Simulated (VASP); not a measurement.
CsBr: single point with HSE06

Crystal: CsBr.

```xyz
2
Lattice="4.3194 0.0000 0.0000 0.0000 4.3194 0.0000 0.0000 0.0000 4.3194" Properties=species:S:1:pos:R:3 pbc="T T T"
Cs    0.0000    0.0000    0.0000
Br    2.1597    2.1597    2.1597
```

- Program: VASP 6.6.1
- Task: single point
- Functional: HSE06
- Potentials or basis: VASP PAW PBE potentials, release 64 (Cs_sv, Br)
- Cutoff: 400 eV
- k mesh: 4 × 4 × 4
- Occupations: gaussian, width 0.01 eV
- Spin: no spin polarisation
- Dipole correction: no
- Grid for exact exchange (PRECFOCK): Normal
- Further INCAR settings: ALGO = Normal; EDIFF = 1e-06; NBANDS = 15
- Screening parameter: 0.2079 1/Å

```yaml
Pressure: 0.4 GPa
Band_gap_on_the_k_mesh: 5.60 eV, indirect (least direct gap 5.60 eV)
```

Levels at points of the mesh, in eV from the valence-band top:
```csv
k point,band 4,band 5,band 6,band 7,band 8,band 9,band 10,band 11,band 12,band 13
"(0.00, 0.00, 0.00)",-6.72,-6.72,-0.01,-0.01,-0.01,5.60,6.08,6.08,10.46,10.46
"(0.50, 0.00, 0.00)",-6.61,-6.61,-1.34,-0.20,-0.20,7.14,8.47,8.86,9.52,10.19
"(0.50, 0.50, 0.00)",-7.31,-6.55,-0.61,-0.61,0.00,6.42,6.68,8.48,8.48,12.31
"(0.50, 0.50, 0.50)",-7.11,-7.11,-1.19,-1.19,-1.19,9.57,9.57,9.57,10.31,10.31
```

Wall time 3.8 min on 1 thread of Intel(R) Xeon(R) Platinum 8488C (Sapphire Rapids) (shared host), peak memory 0.26 GiB.

Caveat: the PAW data sets were made with another functional, which shifts forces and pressure a little; spin-orbit coupling is left out, which moves the levels of the heavy elements.
